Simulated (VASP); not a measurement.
# TiTe2 in VASP: a series of runs

Runs on TiTe2. Level: PBEsol. Tasks: single point.

All numbers are computed with VASP 6.6.1; they aren't measurements. Logs are shortened: lines on timing, memory, paths and dates and some standing lists are left out, and cuts for length are marked.

### 1 The cell of the first run

Symmetry: P-3m1, No. 164, trigonal system. Conventional cell: a = 3.941 Å, b = 3.941 Å, c = 6.878 Å, α = 90.00°, β = 90.00°, γ = 120.00°. Ti (site symmetry -3m) has 6 Te at 2.95 Å and 6 Ti at 3.94 Å within 4.0 Å. Within 4.0 Å of Te (site symmetry 3m) lie 3 Ti at 2.95 Å and 9 Te at 3.85 to 3.94 Å.

### 2 Single point, PBEsol (strained)

INCAR reads:

```
PREC     = Accurate       # precision mode
ENCUT    = 520            # plane-wave cutoff, eV
EDIFF    = 1E-7           # SCF threshold, eV
ISMEAR   = 0              # smearing method
SIGMA    = 0.1            # smearing width, eV
LREAL    = False          # projectors in reciprocal space
LASPH    = True           # aspherical terms in the spheres
NELM     = 60             # most SCF steps
ALGO     = Normal         # electronic algorithm
ISIF     = 2              # what is computed and relaxed
LWAVE    = False          # write WAVECAR
LCHARG   = False          # write CHGCAR
GGA      = PS             # functional
NBANDS   = 19             # bands
```

KPOINTS reads:

```
regular mesh
0
Gamma
  15 15 8
```

POSCAR reads:

```
TiTe2
1.0
    3.9409604961      0.0000000000      0.0000000000
   -1.9704802481      3.4129719050      0.0000000000
    0.0000000000      0.0000000000      6.8775481800
Ti Te
1 2
Direct
    0.0000000000      0.0000000000      0.0000000000
    0.6666666667      0.3333333333      0.2741088169
    0.3333333333      0.6666666667      0.7258911831
```

Potentials or basis: VASP PAW PBE potentials, release 64 (Ti_sv, Te).

On the command line:

```
$ cat potpaw_PBE.64/Ti_sv/POTCAR potpaw_PBE.64/Te/POTCAR > POTCAR
$ mpirun -np 1 vasp_std > vasp.out
```

OUTCAR:

```text
PREC = Accurate
   ENCUT = 520
   EDIFF = 1E-7
   ISMEAR = 0
   LREAL = False
   LASPH = True
   NELM = 60
   ISIF = 2
   GGA = PS

 ion  position               nearest neighbor table
   1  0.000  0.000  0.000-   2 2.95   3 2.95   2 2.95   3 2.95   2 2.95   3 2.95
   2  0.667  0.333  0.274-   1 2.95   1 2.95   1 2.95
   3  0.333  0.667  0.726-   1 2.95   1 2.95   1 2.95

  LATTYP: Found a hexagonal cell.
 ALAT       =     3.9409604961
 C/A-ratio  =     1.7451451713

  Lattice vectors:

 A1 = (   3.9409604961,   0.0000000000,   0.0000000000)
 A2 = (  -1.9704802481,   3.4129719050,   0.0000000000)
 A3 = (   0.0000000000,   0.0000000000,   6.8775481800)

Analysis of symmetry for initial positions (statically):
=====================================================================
 Subroutine PRICEL returns:
 Original cell was already a primitive cell.

 Routine SETGRP: Setting up the symmetry group for a
 hexagonal supercell.

 Subroutine GETGRP returns: Found 12 space group operations
 (whereof 12 operations were pure point group operations)
 out of a pool of 24 trial point group operations.

The static configuration has the point symmetry D_3d.

Analysis of symmetry for dynamics (positions and initial velocities):
=====================================================================
 Subroutine PRICEL returns:
 Original cell was already a primitive cell.

 Routine SETGRP: Setting up the symmetry group for a
 hexagonal supercell.

 Subroutine GETGRP returns: Found 12 space group operations
 (whereof 12 operations were pure point group operations)
 out of a pool of 24 trial point group operations.

The dynamic configuration has the point symmetry D_3d.

 Subroutine INISYM returns: Found 12 space group operations
 (whereof 12 operations are pure point group operations),
 and found     1 'primitive' translations

----------------------------------------------------------------------------------------

                                     Primitive cell

  volume of cell :      92.5057

  direct lattice vectors                    reciprocal lattice vectors
     3.940960496  0.000000000  0.000000000     0.253745248  0.146499887  0.000000000
    -1.970480248  3.412971905  0.000000000     0.000000000  0.292999775  0.000000000
     0.000000000  0.000000000  6.877548180     0.000000000  0.000000000  0.145400654

  length of vectors
     3.940960496  3.940960496  6.877548180     0.292999775  0.292999775  0.145400654

  position of ions in fractional coordinates (direct lattice)
     0.000000000  0.000000000  0.000000000
     0.666666667  0.333333333  0.274108817
     0.333333333  0.666666667  0.725891183

  ion indices of the primitive-cell ions
   primitive index   ion index
                 1           1
                 2           2
                 3           3

----------------------------------------------------------------------------------------

 KPOINTS: regular mesh

Automatic generation of k-mesh.
 Grid dimensions read from file:
 generate k-points for:   15   15    8

 Generating k-lattice:

  Cartesian coordinates                     Fractional coordinates (reciprocal lattice)
     0.016916350  0.009766659  0.000000000     0.066666667  0.000000000  0.000000000
     0.000000000  0.019533318  0.000000000     0.000000000  0.066666667  0.000000000
     0.000000000  0.000000000  0.018175082     0.000000000  0.000000000  0.125000000

  Length of vectors
     0.019533318  0.019533318  0.018175082

  Shift w.r.t. Gamma in fractional coordinates (k-lattice)
     0.000000000  0.000000000  0.000000000

 Subroutine IBZKPT returns following result:
 ===========================================

 Found    192 irreducible k-points:

 Following reciprocal coordinates:
            Coordinates               Weight
  0.000000  0.000000  0.000000      1.000000
  0.066667 -0.000000  0.000000      6.000000
  0.133333  0.000000  0.000000      6.000000
  0.200000 -0.000000  0.000000      6.000000
  0.266667  0.000000  0.000000      6.000000
  0.333333  0.000000  0.000000      6.000000
[... 16 lines left out ...]
  0.333333  0.200000  0.000000     12.000000
  0.400000  0.200000  0.000000      6.000000
 [... further k-points ...]
   k-points           NKPTS =    192   k-points in BZ     NKDIM =    192   number of bands    NBANDS=     19
   number of dos      NEDOS =    301   number of ions     NIONS =      3
   total plane-waves  NPLWV =  48600
   dimension x,y,z NGX =    30 NGY =   30 NGZ =   54
   dimension x,y,z NGXF=    60 NGYF=   60 NGZF=  108
   ions per type =               1   2
   NGX,Y,Z   is equivalent  to a cutoff of  12.66, 12.66, 13.05 a.u.
   NGXF,Y,Z  is equivalent  to a cutoff of  25.31, 25.31, 26.11 a.u.
 SYSTEM =  unknown system
   PREC   = accura    normal or accurate (medium, high low for compatibility)
   ISTART =      0    job   : 0-new  1-cont  2-samecut
   ICHARG =      2    charge: 1-file 2-atom 10-const
   ISPIN  =      1    spin polarized calculation?
   LNONCOLLINEAR =      F non collinear calculations
   LSORBIT =      F    spin-orbit coupling
   LASPH  =      T    aspherical Exc in radial PAW
   ENCUT  =  520.0 eV  38.22 Ry    6.18 a.u.   7.33  7.33 12.79*2*pi/ulx,y,z
   NELM   =     60;   NELMIN=  2; NELMDL= -5     # of ELM steps
   EDIFF  = 0.1E-06   stopping-criterion for ELM
   LREAL  =      F    real-space projection
   EDIFFG = 0.1E-05   stopping-criterion for IOM
   NSW    =      0    number of steps for IOM
   IBRION =     -1    ionic relax: 0-MD 1-quasi-New 2-CG
   NFREE  =      0    steps in history (QN), initial steepest desc. (CG)
   ISIF   =      2    stress and relaxation
   ISYM   =      2    0-nonsym 1-usesym 2-fastsym
   POTIM  = 0.5000    time-step for ionic-motion
   TEBEG  =    0.0;   TEEND  =   0.0 temperature during run
   PSTRESS=    0.0 pullay stress
   NELECT =      24.0000    total number of electrons
   NUPDOWN=      -1.0000    fix difference up-down
   EMIN   =  10.00;   EMAX   =-10.00  energy-range for DOS
   EFERMI =   0.00;   METHOD = LEGACY
   ISMEAR =     0;   SIGMA  =   0.10  broadening in eV -4-tet -1-fermi 0-gaus
   EFERMI_NEDOS =   21; number of points for ismear=-14 and -15
   IALGO  =     38    algorithm
   IMIX   =      4    mixing-type and parameters
     AMIX     =   0.40;   BMIX     =  1.00
     AMIX_MAG =   1.60;   BMIX_MAG =  1.00
  volume/ion in A,a.u.               =      30.84       208.09
  Fermi-wavevector in a.u.,A,eV,Ry     =   1.044133  1.973125 14.833254  1.090213
  Thomas-Fermi vector in A             =   2.178872
   LORBIT       =      0    0 simple, 1 ext, 2 COOP (PROOUT), +10 PAW based schemes
   GGA     = PS    functional components
   LHFCALC =     F    Hartree Fock is set to
   AEXX    =    0.0000 exact exchange contribution
   IVDW    =     0    specifies the selected vdW correction
   LEPSILON=     F    determine dielectric tensor
   LRPA    =     F    only Hartree local field effects (RPA)
 non-spin polarized calculation
 Gauss-broadening in eV      SIGMA  =   0.10
  energy-cutoff  :      520.00
  volume of cell :       92.51
 maximum number of plane-waves:      2527
 NGX is ok and might be reduce to    30
   NGX = 15   NGY = 15   NGZ = 25

 number of electron      24.0000006 magnetization

 Free energy of the ion-electron system (eV)
  ---------------------------------------------------
  ext. energy  EPLUGINS =         0.00000000
  ---------------------------------------------------
  free energy    TOTEN  =       -16.86820845 eV

  energy without entropy =      -16.85963751  energy(sigma->0) =      -16.86392298

 E-fermi :   5.1622     XC(G=0):  -9.4228

 val. band max:        5.1616893910   @ k =   0.1333   0.0000   0.2500
 cond. band min:       5.1649992275   @ k =   0.0000   0.4000   0.2500
 fundamental gap:      0.0033098365
 Fermi energy:         5.1622064581

 k-point     1 :       0.0000    0.0000    0.0000
  band No.  band energies     occupation
      1     -52.4576      2.00000
      2     -28.7857      2.00000
      3     -28.7857      2.00000
      4     -28.7158      2.00000
      5      -6.5140      2.00000
      6      -5.4087      2.00000
[... 11 lines left out ...]
     18       9.5565      0.00000
     19      10.0594      0.00000

 k-point     2 :       0.0667   -0.0000    0.0000
  band No.  band energies     occupation
      1     -52.4575      2.00000
      2     -28.7866      2.00000
      3     -28.7859      2.00000
      4     -28.7156      2.00000
      5      -6.4745      2.00000
      6      -5.3864      2.00000
[... 11 lines left out ...]
     18       9.8190      0.00000
     19      10.3668      0.00000

 k-point     3 :       0.1333    0.0000    0.0000
  band No.  band energies     occupation
      1     -52.4574      2.00000
      2     -28.7892      2.00000
      3     -28.7865      2.00000
      4     -28.7151      2.00000
      5      -6.3584      2.00000
      6      -5.3226      2.00000
[... 11 lines left out ...]
     18      10.3466      0.00000
     19      10.9157      0.00000

 k-point     4 :       0.2000   -0.0000    0.0000
  band No.  band energies     occupation
      1     -52.4571      2.00000
      2     -28.7929      2.00000
      3     -28.7874      2.00000
      4     -28.7144      2.00000
      5      -6.1738      2.00000
      6      -5.2271      2.00000
[... 407 lines left out ...]
     18       9.5072      0.00000
     19      11.6589      0.00000

 k-point    23 :       0.3333    0.2000    0.0000
  band No.  band energies     occupation
      1     -52.4562      2.00000
      2     -28.8038      2.00000
      3     -28.7948      2.00000
      4     -28.7115      2.00000
      5      -5.1739      2.00000
      6      -4.9093      2.00000
[... 11 lines left out ...]
     18       9.2023      0.00000
     19      11.6397      0.00000

 k-point    24 :       0.4000    0.2000    0.0000
  band No.  band energies     occupation
      1     -52.4562      2.00000
      2     -28.8042      2.00000
      3     -28.7953      2.00000
      4     -28.7114      2.00000
      5      -5.0755      2.00000
      6      -4.9274      2.00000
[... 11 lines left out ...]
     18       9.1085      0.00000
     19      11.6240      0.00000

 [... further k-points ...]

------------------------ aborting loop because EDIFF is reached ----------------------------------------

  FORCE on cell =-STRESS in cart. coord.  units (eV):
  Direction    XX          YY          ZZ          XY          YZ          ZX
  --------------------------------------------------------------------------------------
  -------------------------------------------------------------------------------------
  Total       -5.2512883     -5.2512883     -6.6404332      0.0000000     -0.0000000      0.0000000
  in kB      -90.9511107    -90.9511107   -115.0107825      0.0000000     -0.0000000      0.0000000
  external PRESSURE =     -98.9710013 kB  Pullay stress =       0.0000000 kB

 VOLUME and BASIS-vectors are now :
 -----------------------------------------------------------------------------
  energy-cutoff  :      520.00
  volume of cell :       92.51
      direct lattice vectors                 reciprocal lattice vectors
     3.940960496  0.000000000  0.000000000     0.253745248  0.146499887  0.000000000
    -1.970480248  3.412971905  0.000000000     0.000000000  0.292999775  0.000000000
     0.000000000  0.000000000  6.877548180     0.000000000  0.000000000  0.145400654

 POSITION                                       TOTAL-FORCE (eV/Angst)
 -----------------------------------------------------------------------------------
      0.00000      0.00000      0.00000         0.000000      0.000000      0.000000
      1.97048      1.13766      1.88520        -0.000000      0.000000     -1.542852
     -0.00000      2.27531      4.99235        -0.000000      0.000000      1.542852
 -----------------------------------------------------------------------------------
    total drift:                                0.000000      0.000000     -0.000000

  FREE ENERGIE OF THE ION-ELECTRON SYSTEM (eV)
  ---------------------------------------------------
  free  energy   TOTEN  =       -16.8682084480 eV

  energy  without entropy=      -16.8596375121  energy(sigma->0) =      -16.86392298
```

Wall time 15 min (1 thread of Intel Xeon 8259CL, shared host); peak memory 0.47 GiB.

What came out:

```yaml
Free_energy: -16.8682 eV
Pressure: -9.9 GPa
Largest_force: 1.543 eV/Å
Band_gap_on_the_k_mesh: zero (bands 12 and 13 overlap by 0.55 eV)
```

Forces on the atoms (eV/Å):
```
Ti   0.000  0.000  0.000
Te   0.000  0.000 -1.543
Te   0.000  0.000  1.543
```

Levels at points of the mesh, in eV from the Fermi level:
```
           k point  band 10  band 11  band 12  band 13  band 14  band 15
(0.00, 0.00, 0.00)     0.22     0.26     0.36     0.36     0.85     0.85
(0.00, 0.00, 0.50)    -1.18     0.35     0.35     0.54     0.54     0.63
```

Caveat: the cell differs from its parent crystal (strained); the cell stands under tension; the PAW data sets were made with another functional, which shifts forces and pressure a little; spin-orbit coupling is left out, which moves the levels of the heavy elements; this functional lacks dispersion, which binds layers or chains, so the pressure and a relaxed spacing across them are unreliable.

### 3 Single point, PBEsol (one atom moved)

INCAR reads:

```
SYSTEM = TiTe2
ALGO = Normal ; EDIFF = 1E-7
ENCUT = 520 ; GGA = PS
ISIF = 2 ; ISMEAR = 0
LASPH = .TRUE. ; LCHARG = .FALSE.
LREAL = .FALSE. ; LWAVE = .FALSE.
NBANDS = 19 ; NELM = 100
PREC = Accurate ; SIGMA = 0.1
```

KPOINTS reads:

```
k-points
0
G
  12 12 6
  0 0 0
```

POSCAR reads:

```
TiTe2
1.0
    3.7770008876      0.0000000000      0.0000000000
   -1.8885004438      3.2709787188      0.0000000000
    0.0000000000      0.0000000000      6.4980000000
Ti Te
1 2
Direct
   -0.0011945233      0.0034515663      0.0064850723
    0.6666666667      0.3333333333      0.2628000000
    0.3333333333      0.6666666667      0.7372000000
```

Potentials or basis: VASP PAW PBE potentials, release 64 (Ti_sv, Te).

On the command line:

```
$ cat potpaw_PBE.64/Ti_sv/POTCAR potpaw_PBE.64/Te/POTCAR > POTCAR
$ mpirun -np 1 vasp_std > vasp.out
```

Run time: 17 min. Hardware: 1 thread of Intel Xeon 8259CL, shared host; peak memory 0.7 GiB.

The run converged. Its results:

```
Free energy            : -17.5070 eV
Pressure               : -2.2 GPa
Largest force          : 0.439 eV/Å
Band gap on the k mesh : zero (bands 12 and 13 overlap by 0.67 eV)
```

Forces on the atoms (eV/Å):
```
Ti   0.044 -0.045 -0.434
Te  -0.027  0.027  0.128
Te  -0.017  0.018  0.306
```

Stress tensor (GPa, compression positive):
```
-2.48 -0.02 -0.03
-0.02 -2.52  0.03
-0.03  0.03 -1.56
```

Levels at points of the mesh, in eV from the Fermi level:
| k point | band 8 | band 9 | band 10 | band 11 | band 12 | band 13 | band 14 | band 15 | band 16 | band 17 |
| --- | --- | --- | --- | --- | --- | --- | --- | --- | --- | --- |
| (0.00, 0.00, 0.00) | -1.70 | -1.70 | 0.26 | 0.36 | 0.36 | 0.62 | 1.07 | 1.07 | 3.06 | 3.06 |
| (0.50, 0.00, 0.00) | -3.72 | -2.74 | -2.42 | -1.78 | -1.14 | -0.01 | 1.11 | 1.44 | 2.38 | 3.35 |
| (0.00, 0.50, 0.00) | -3.72 | -2.74 | -2.42 | -1.78 | -1.14 | -0.01 | 1.11 | 1.44 | 2.38 | 3.35 |
| (0.50, 0.50, 0.00) | -3.72 | -2.74 | -2.42 | -1.77 | -1.14 | -0.01 | 1.11 | 1.44 | 2.37 | 3.35 |
| (0.00, 0.00, 0.50) | -2.68 | -1.63 | -1.63 | 0.35 | 0.35 | 0.75 | 0.76 | 1.00 | 3.49 | 3.49 |
| (0.50, 0.00, 0.50) | -4.58 | -2.42 | -2.04 | -0.99 | -0.62 | -0.30 | 1.11 | 1.42 | 2.60 | 3.46 |
| (0.00, 0.50, 0.50) | -4.58 | -2.42 | -2.05 | -1.00 | -0.62 | -0.30 | 1.11 | 1.42 | 2.60 | 3.47 |
| (0.50, 0.50, 0.50) | -4.58 | -2.42 | -2.04 | -0.99 | -0.62 | -0.31 | 1.11 | 1.42 | 2.60 | 3.45 |

Caveat: the cell differs from its parent crystal (one atom moved); the PAW data sets were made with another functional, which shifts forces and pressure a little; spin-orbit coupling is left out, which moves the levels of the heavy elements.
